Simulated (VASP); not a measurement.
Write the native input for VASP 6.6.1 that does the following.

```
Task                   : dielectric tensor
Functional             : PBE
Potentials or basis    : VASP PAW PBE potentials, release 64 (Se)
Cutoff                 : 520 eV
k mesh                 : 6 × 6 × 4
Occupations            : gaussian, width 0.01 eV
Spin                   : no spin polarisation
Dipole correction      : no
Further INCAR settings : ALGO = Normal; EDIFF = 1e-08
```

The structure of Se lies in POSCAR:

```
Se
1.0
    4.2926441753      0.0000000000      0.0000000000
   -2.1463220877      3.7175389052      0.0000000000
    0.0000000000      0.0000000000      5.0408601212
Se
3
Direct
    0.2284678487      0.0000000000      0.3333333333
    0.0000000000      0.2284678487      0.6666666667
    0.7715321513      0.7715321513      0.0000000000
```

The input as run:

INCAR

```
PREC = Accurate ; ENCUT = 520
EDIFF = 1E-8 ; ISMEAR = 0
SIGMA = 0.01 ; LREAL = F
LASPH = T ; NELM = 60
ALGO = Normal ; ISIF = 2
LWAVE = F ; LCHARG = F
GGA = PE ; LEPSILON = T
```

KPOINTS

```
Automatic mesh
0
Gamma
  6 6 4
```

Potentials or basis: VASP PAW PBE potentials, release 64 (Se).

Command:

```bash
$ cat potpaw_PBE.64/Se/POTCAR > POTCAR
$ mpirun -np 1 vasp_std > vasp.out
```

Results of the run:

The band gap on the k mesh is 0.83 eV (least direct gap 0.97 eV) and the electronic dielectric tensor (diagonal) is 11.68, 11.68, 16.55. The born charges (mean of the diagonal) is Se +0.00 e.

Run time: 9.1 min on 1 thread of Intel Xeon 8259CL, with other jobs on the host, peak memory 0.33 GiB.
